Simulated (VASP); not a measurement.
# ScAl2 (Fd-3m) in VASP: further runs

ScAl2 is run at these levels: PBEsol; tasks: single point, relaxation of cell and atoms.

All numbers are computed with VASP 6.6.1; they aren't measurements. Logs are shortened: lines on timing, memory, paths and dates and some standing lists are left out, and cuts for length are marked.

**1. The cell of the first run**

It takes space group Fd-3m (No. 227, cubic). Conventional cell: a = 7.530 Å, b = 7.530 Å, c = 7.530 Å, α = 90.00°, β = 90.00°, γ = 90.00°. Within 4.1 Å of Sc (site symmetry -43m) lie 12 Al at 3.12 Å and 4 Sc at 3.26 Å. Within 3.5 Å of Al (site symmetry -3m) lie 6 Al at 2.66 Å and 6 Sc at 3.12 Å.

**2. Single point, PBEsol**

Contents of INCAR:

```
SYSTEM = ScAl2
PREC     = Accurate       ! precision mode
ENCUT    = 520            ! plane-wave cutoff, eV
EDIFF    = 1E-6           ! SCF threshold, eV
ISMEAR   = 0              ! smearing method
SIGMA    = 0.1            ! smearing width, eV
LREAL    = .FALSE.        ! projectors in reciprocal space
LASPH    = .TRUE.         ! aspherical terms in the spheres
NELM     = 80             ! most SCF steps
ALGO     = Normal         ! electronic algorithm
ISIF     = 2              ! what is computed and relaxed
LWAVE    = .FALSE.        ! write WAVECAR
LCHARG   = .TRUE.         ! write CHGCAR
GGA      = PS             ! functional
LELF     = .TRUE.         ! ELF
LVHAR    = .TRUE.       
NBANDS   = 26             ! bands
```

Contents of KPOINTS:

```
regular mesh
0
G
  4 4 4
  0 0 0
```

Contents of POSCAR:

```
ScAl2
1.0
    0.0000000000      3.7649094454      3.7649094454
    3.7649094454      0.0000000000      3.7649094454
    3.7649094454      3.7649094454      0.0000000000
Sc Al
2 4
Direct
    0.5000000000      0.5000000000      0.5000000000
    0.7500000000      0.7500000000      0.7500000000
    0.1250000000      0.1250000000      0.1250000000
    0.6250000000      0.1250000000      0.1250000000
    0.1250000000      0.6250000000      0.1250000000
    0.1250000000      0.1250000000      0.6250000000
```

Potentials or basis: VASP PAW PBE potentials, release 64 (Sc_sv, Al).

Started as:

```bash
$ cat potpaw_PBE.64/Sc_sv/POTCAR potpaw_PBE.64/Al/POTCAR > POTCAR
$ mpirun -np 1 vasp_std > vasp.out
```

OUTCAR:

```text
SYSTEM = ScAl2
   PREC = Accurate
   ENCUT = 520
   EDIFF = 1E-6
   ISMEAR = 0
   LREAL = .FALSE.
   LASPH = .TRUE.
   NELM = 80
   ISIF = 2
   GGA = PS

 ion  position               nearest neighbor table
   1  0.500  0.500  0.500-   3 3.12   3 3.12   4 3.12   5 3.12   6 3.12   3 3.12   6 3.12   4 3.12
                             5 3.12   5 3.12   4 3.12   6 3.12   2 3.26   2 3.26   2 3.26   2 3.26
   2  0.750  0.750  0.750-   4 3.12   5 3.12   6 3.12   3 3.12   3 3.12   3 3.12   4 3.12   4 3.12
                             6 3.12   5 3.12   5 3.12   6 3.12   1 3.26   1 3.26   1 3.26   1 3.26
   3  0.125  0.125  0.125-   4 2.66   5 2.66   6 2.66   6 2.66   5 2.66   4 2.66   1 3.12   2 3.12
                             1 3.12   2 3.12   1 3.12   2 3.12
   4  0.625  0.125  0.125-   3 2.66   6 2.66   5 2.66   3 2.66   5 2.66   6 2.66   1 3.12   2 3.12
                             2 3.12   1 3.12   2 3.12   1 3.12
   5  0.125  0.625  0.125-   3 2.66   6 2.66   3 2.66   4 2.66   6 2.66   4 2.66   1 3.12   2 3.12
                             1 3.12   2 3.12   1 3.12   2 3.12
   6  0.125  0.125  0.625-   3 2.66   3 2.66   4 2.66   5 2.66   5 2.66   4 2.66   1 3.12   2 3.12
                             1 3.12   2 3.12   1 3.12   2 3.12

  LATTYP: Found a face centered cubic cell.
 ALAT       =     7.5298188908

  Lattice vectors:

 A1 = (   0.0000000000,   3.7649094454,   3.7649094454)
 A2 = (   3.7649094454,   0.0000000000,   3.7649094454)
 A3 = (   3.7649094454,   3.7649094454,   0.0000000000)

Analysis of symmetry for initial positions (statically):
=====================================================================
 Subroutine PRICEL returns:
 Original cell was already a primitive cell.

 Routine SETGRP: Setting up the symmetry group for a
 face centered cubic supercell.

 Subroutine GETGRP returns: Found 48 space group operations
 (whereof 24 operations were pure point group operations)
 out of a pool of 48 trial point group operations.

The static configuration has the point symmetry T_d .
 The point group associated with its full space group is O_h .

Analysis of symmetry for dynamics (positions and initial velocities):
=====================================================================
 Subroutine PRICEL returns:
 Original cell was already a primitive cell.

 Routine SETGRP: Setting up the symmetry group for a
 face centered cubic supercell.

 Subroutine GETGRP returns: Found 48 space group operations
 (whereof 24 operations were pure point group operations)
 out of a pool of 48 trial point group operations.

The dynamic configuration has the point symmetry T_d .
 The point group associated with its full space group is O_h .

 Subroutine INISYM returns: Found 48 space group operations
 (whereof 24 operations are pure point group operations),
 and found     1 'primitive' translations

----------------------------------------------------------------------------------------

                                     Primitive cell

  volume of cell :     106.7317

  direct lattice vectors                    reciprocal lattice vectors
     0.000000000  3.764909445  3.764909445    -0.132805319  0.132805319  0.132805319
     3.764909445  0.000000000  3.764909445     0.132805319 -0.132805319  0.132805319
     3.764909445  3.764909445  0.000000000     0.132805319  0.132805319 -0.132805319

  length of vectors
     5.324385999  5.324385999  5.324385999     0.230025560  0.230025560  0.230025560

  position of ions in fractional coordinates (direct lattice)
     0.500000000  0.500000000  0.500000000
     0.750000000  0.750000000  0.750000000
     0.125000000  0.125000000  0.125000000
     0.625000000  0.125000000  0.125000000
     0.125000000  0.625000000  0.125000000
     0.125000000  0.125000000  0.625000000

  ion indices of the primitive-cell ions
   primitive index   ion index
                 1           1
                 2           2
                 3           3
                 4           4
                 5           5
                 6           6

----------------------------------------------------------------------------------------

 KPOINTS: regular mesh

Automatic generation of k-mesh.
 Grid dimensions read from file:
 generate k-points for:    4    4    4

 Generating k-lattice:

  Cartesian coordinates                     Fractional coordinates (reciprocal lattice)
    -0.033201330  0.033201330  0.033201330     0.250000000  0.000000000  0.000000000
     0.033201330 -0.033201330  0.033201330     0.000000000  0.250000000  0.000000000
     0.033201330  0.033201330 -0.033201330     0.000000000  0.000000000  0.250000000

  Length of vectors
     0.057506390  0.057506390  0.057506390

  Shift w.r.t. Gamma in fractional coordinates (k-lattice)
     0.000000000  0.000000000  0.000000000

 Subroutine IBZKPT returns following result:
 ===========================================

 Found      8 irreducible k-points:

 Following reciprocal coordinates:
            Coordinates               Weight
  0.000000  0.000000  0.000000      1.000000
  0.250000  0.000000  0.000000      8.000000
  0.500000  0.000000  0.000000      4.000000
  0.250000  0.250000  0.000000      6.000000
  0.500000  0.250000  0.000000     24.000000
 -0.250000  0.250000  0.000000     12.000000
  0.500000  0.500000  0.000000      3.000000
 -0.250000  0.500000  0.250000      6.000000
   k-points           NKPTS =      8   k-points in BZ     NKDIM =      8   number of bands    NBANDS=     26
   number of dos      NEDOS =    301   number of ions     NIONS =      6
   total plane-waves  NPLWV =  64000
   dimension x,y,z NGX =    40 NGY =   40 NGZ =   40
   dimension x,y,z NGXF=    80 NGYF=   80 NGZF=   80
   ions per type =               2   4
   NGX,Y,Z   is equivalent  to a cutoff of  12.49, 12.49, 12.49 a.u.
   NGXF,Y,Z  is equivalent  to a cutoff of  24.98, 24.98, 24.98 a.u.
 SYSTEM =  ScAl2
   PREC   = accura    normal or accurate (medium, high low for compatibility)
   ISTART =      0    job   : 0-new  1-cont  2-samecut
   ICHARG =      2    charge: 1-file 2-atom 10-const
   ISPIN  =      1    spin polarized calculation?
   LNONCOLLINEAR =      F non collinear calculations
   LSORBIT =      F    spin-orbit coupling
   LASPH  =      T    aspherical Exc in radial PAW
   ENCUT  =  520.0 eV  38.22 Ry    6.18 a.u.   9.90  9.90  9.90*2*pi/ulx,y,z
   NELM   =     80;   NELMIN=  2; NELMDL= -5     # of ELM steps
   EDIFF  = 0.1E-05   stopping-criterion for ELM
   LREAL  =      F    real-space projection
   EDIFFG = 0.1E-04   stopping-criterion for IOM
   NSW    =      0    number of steps for IOM
   IBRION =     -1    ionic relax: 0-MD 1-quasi-New 2-CG
   NFREE  =      0    steps in history (QN), initial steepest desc. (CG)
   ISIF   =      2    stress and relaxation
   ISYM   =      2    0-nonsym 1-usesym 2-fastsym
   POTIM  = 0.5000    time-step for ionic-motion
   TEBEG  =    0.0;   TEEND  =   0.0 temperature during run
   PSTRESS=    0.0 pullay stress
   NELECT =      34.0000    total number of electrons
   NUPDOWN=      -1.0000    fix difference up-down
   EMIN   =  10.00;   EMAX   =-10.00  energy-range for DOS
   EFERMI =   0.00;   METHOD = LEGACY
   ISMEAR =     0;   SIGMA  =   0.10  broadening in eV -4-tet -1-fermi 0-gaus
   EFERMI_NEDOS =   21; number of points for ismear=-14 and -15
   IALGO  =     38    algorithm
   IMIX   =      4    mixing-type and parameters
     AMIX     =   0.40;   BMIX     =  1.00
     AMIX_MAG =   1.60;   BMIX_MAG =  1.00
  volume/ion in A,a.u.               =      17.79       120.04
  Fermi-wavevector in a.u.,A,eV,Ry     =   1.118072  2.112851 17.008452  1.250086
  Thomas-Fermi vector in A             =   2.254701
   LORBIT       =      0    0 simple, 1 ext, 2 COOP (PROOUT), +10 PAW based schemes
   GGA     = PS    functional components
   LHFCALC =     F    Hartree Fock is set to
   AEXX    =    0.0000 exact exchange contribution
   IVDW    =     0    specifies the selected vdW correction
   LEPSILON=     F    determine dielectric tensor
   LRPA    =     F    only Hartree local field effects (RPA)
 non-spin polarized calculation
 Gauss-broadening in eV      SIGMA  =   0.10
  energy-cutoff  :      520.00
  volume of cell :      106.73
 maximum number of plane-waves:      2891
   NGX = 19   NGY = 19   NGZ = 19

 number of electron      34.0000000 magnetization

 Free energy of the ion-electron system (eV)
  ---------------------------------------------------
  ext. energy  EPLUGINS =         0.00000000
  ---------------------------------------------------
  free energy    TOTEN  =       -32.62927665 eV

  energy without entropy =      -32.61552817  energy(sigma->0) =      -32.62240241

 E-fermi :   6.6167     XC(G=0): -10.4468

 val. band max:        6.5489536089   @ k =   0.5000   0.2500   0.0000
 cond. band min:       6.7817699053   @ k =   0.5000   0.5000   0.0000
 fundamental gap:      0.2328162964
 Fermi energy:         6.6167066136

 k-point     1 :       0.0000    0.0000    0.0000
  band No.  band energies     occupation
      1     -42.5774      2.00000
      2     -42.5354      2.00000
      3     -21.3550      2.00000
      4     -21.3550      2.00000
      5     -21.3550      2.00000
      6     -21.2421      2.00000
[... 18 lines left out ...]
     25       9.9745      0.00000
     26       9.9745      0.00000

 k-point     2 :       0.2500    0.0000    0.0000
  band No.  band energies     occupation
      1     -42.5730      2.00000
      2     -42.5398      2.00000
      3     -21.3620      2.00000
      4     -21.3620      2.00000
      5     -21.3552      2.00000
      6     -21.2441      2.00000
[... 18 lines left out ...]
     25       9.5696      0.00000
[... 144 lines left out ...]
     25      10.7614      0.00000
     26      10.7614      0.00000

 k-point     8 :      -0.2500    0.5000    0.2500
  band No.  band energies     occupation
      1     -42.5564      2.00000
      2     -42.5564      2.00000
      3     -21.3827      2.00000
      4     -21.3827      2.00000
      5     -21.2999      2.00000
      6     -21.2999      2.00000
[... 18 lines left out ...]
     25      10.3692      0.00000
     26      10.3694      0.00000

------------------------ aborting loop because EDIFF is reached ----------------------------------------

  FORCE on cell =-STRESS in cart. coord.  units (eV):
  Direction    XX          YY          ZZ          XY          YZ          ZX
  --------------------------------------------------------------------------------------
  -------------------------------------------------------------------------------------
  Total        0.0789472      0.0789472      0.0789472     -0.0000000     -0.0000000     -0.0000000
  in kB        1.1850972      1.1850972      1.1850972     -0.0000000     -0.0000000     -0.0000000
  external PRESSURE =       1.1850972 kB  Pullay stress =       0.0000000 kB

 VOLUME and BASIS-vectors are now :
 -----------------------------------------------------------------------------
  energy-cutoff  :      520.00
  volume of cell :      106.73
      direct lattice vectors                 reciprocal lattice vectors
     0.000000000  3.764909445  3.764909445    -0.132805319  0.132805319  0.132805319
     3.764909445  0.000000000  3.764909445     0.132805319 -0.132805319  0.132805319
     3.764909445  3.764909445  0.000000000     0.132805319  0.132805319 -0.132805319

 POSITION                                       TOTAL-FORCE (eV/Angst)
 -----------------------------------------------------------------------------------
      3.76491      3.76491      3.76491        -0.000000      0.000000     -0.000000
      5.64736      5.64736      5.64736         0.000000     -0.000000      0.000000
      0.94123      0.94123      0.94123        -0.000000     -0.000000      0.000000
      0.94123      2.82368      2.82368        -0.000000     -0.000000      0.000000
      2.82368      0.94123      2.82368         0.000000     -0.000000      0.000000
      2.82368      2.82368      0.94123        -0.000000     -0.000000      0.000000
 -----------------------------------------------------------------------------------
    total drift:                               -0.000000     -0.000000      0.000000

  FREE ENERGIE OF THE ION-ELECTRON SYSTEM (eV)
  ---------------------------------------------------
  free  energy   TOTEN  =       -32.6292766467 eV

  energy  without entropy=      -32.6155281702  energy(sigma->0) =      -32.62240241
```

Wall time 36 s (1 thread of AMD EPYC 7R43 (Zen 3), shared host); peak memory 0.2 GiB.

What came out:

* Free energy: -32.6293 eV
* Pressure: 0.1 GPa
* Band gap on the k mesh: zero (band 17 reaches 7.19 eV, above the bottom of band 18 at 4.81 eV)

Caveat: the k points lie up to 0.36 Å⁻¹ apart; the PAW data sets were made with another functional, which shifts forces and pressure a little.

**3. Relaxation of cell and atoms, PBEsol**

This run uses another cell than the first one, of 17.97 Å³/atom, 1.010 times its volume.

Contents of INCAR:

```
SYSTEM = ScAl2
PREC = Accurate ; ENCUT = 600
EDIFF = 1E-6 ; ISMEAR = 0
SIGMA = 0.1 ; LREAL = .False.
LASPH = .True. ; NELM = 80
ALGO = Fast ; ISIF = 3
LWAVE = .False. ; LCHARG = .False.
GGA = PS ; IBRION = 2
NSW = 80 ; EDIFFG = -0.01
```

Contents of KPOINTS:

```
Automatic mesh
0
Gamma
  2 2 2
  0 0 0
```

POSCAR: that of step 2 with these lines changed.

```diff
@@ -2,5 +2,5 @@
 1.0
-    0.0000000000      3.7649094454      3.7649094454
-    3.7649094454      0.0000000000      3.7649094454
-    3.7649094454      3.7649094454      0.0000000000
+    0.0000000000      3.7776526849      3.7776526849
+    3.7776526849      0.0000000000      3.7776526849
+    3.7776526849      3.7776526849      0.0000000000
 Sc Al
```

Potentials or basis: VASP PAW PBE potentials, release 64 (Sc_sv, Al).

Started as:

```bash
$ cat potpaw_PBE.64/Sc_sv/POTCAR potpaw_PBE.64/Al/POTCAR > POTCAR
$ mpirun -np 1 vasp_std > vasp.out
```

Run time: 70 s. Hardware: 1 thread of AMD EPYC 7R43 (Zen 3), shared host; peak memory 0.28 GiB.

It converged, with:

```
Free energy                            : -32.0966 eV
Relaxed volume                         : 18.03 Å³/atom
Relaxed cell                           : a = 5.348 Å, b = 5.348 Å, c = 5.348 Å, α = 60.00°, β = 60.00°, γ = 60.00°
Space group after relaxing (to 0.05 Å) : Fd-3m (No. 227)
Energy gained by relaxing              : 0.1 meV/atom
Ionic steps                            : 3
Pressure after relaxing                : 0.0 GPa
Band gap on the k mesh                 : zero (band 17 reaches 7.29 eV, above the bottom of band 18 at 4.80 eV)
```

Step by step:
```tsv
step	energy change (eV)	largest force (eV/Å)	pressure (GPa)	volume (Å³)
1	0.0000	0.0000	0.28	107.82
2	-0.0003	0.0000	-0.10	108.31
3	-0.0003	0.0000	0.01	108.18
```

Final structure:
```
CELL_PARAMETERS angstrom
0.00000 3.78191 3.78191
3.78191 0.00000 3.78191
3.78191 3.78191 0.00000
ATOMIC_POSITIONS crystal
Sc 0.50000 0.50000 0.50000
Sc 0.75000 0.75000 0.75000
Al 0.12500 0.12500 0.12500
Al 0.62500 0.12500 0.12500
Al 0.12500 0.62500 0.12500
Al 0.12500 0.12500 0.62500
```

Levels at points of the mesh, in eV from the Fermi level:
| k point | band 14 | band 15 | band 16 | band 17 | band 18 | band 19 | band 20 | band 21 |
| --- | --- | --- | --- | --- | --- | --- | --- | --- |
| (0.00, 0.00, 0.00) | -2.87 | -2.87 | -2.87 | -2.01 | -2.01 | -0.09 | 1.82 | 1.82 |
| (0.50, 0.00, 0.00) | -2.27 | -2.27 | -0.58 | -0.37 | -0.37 | 1.41 | 1.44 | 1.44 |
| (0.50, 0.50, 0.00) | -3.93 | 0.00 | 0.00 | 0.49 | 0.49 | 0.54 | 0.68 | 0.68 |

Caveat: the k points lie up to 0.72 Å⁻¹ apart in the final cell; the PAW data sets were made with another functional, which shifts forces and pressure a little.

[end of part 1 of 3]
